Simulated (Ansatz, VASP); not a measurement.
## KCaCl3 in VASP and in Ansatz

```xyz
5
Lattice="5.0755 0.0000 0.0000 0.0000 5.0755 0.0000 0.0000 0.0000 6.0906" Properties=species:S:1:pos:R:3 pbc="T T T"
K     0.0000    0.0000    0.0000
Ca    2.5377    2.5377    3.0453
Cl    0.0000    2.5377    3.0453
Cl    2.5377    0.0000    3.0453
Cl    2.5377    2.5377    0.0000
```

Alike in both runs: task single point; functional LDA; k mesh 6 × 6 × 6; occupations gaussian, width 0.05 eV; no spin polarisation.

|  | VASP | Ansatz |
| --- | --- | --- |
| version | VASP 6.6.1 | Ansatz 0.2.0 |
| potentials or method | VASP PAW LDA potentials, release 64 (K_sv, Ca_sv, Cl), cutoff 520 eV | scalar-relativistic, plane waves, PAW |
| valence electrons in the cell | 40 | 40 |

```tsv
	VASP	Ansatz	Ansatz less VASP
gap on the k mesh at the Fermi level (eV)	4.05	4.04	-0.006
least direct gap on the mesh (eV)	4.47	4.47	+0.001
pressure (GPa)	-1.0	-1.1	-0.07
traceless stress, the component that is largest in VASP (GPa)	-3.93	-3.84	+0.092
```

LDA's correlation is that of Perdew and Zunger in VASP and of Perdew and Wang (1992) in Ansatz.
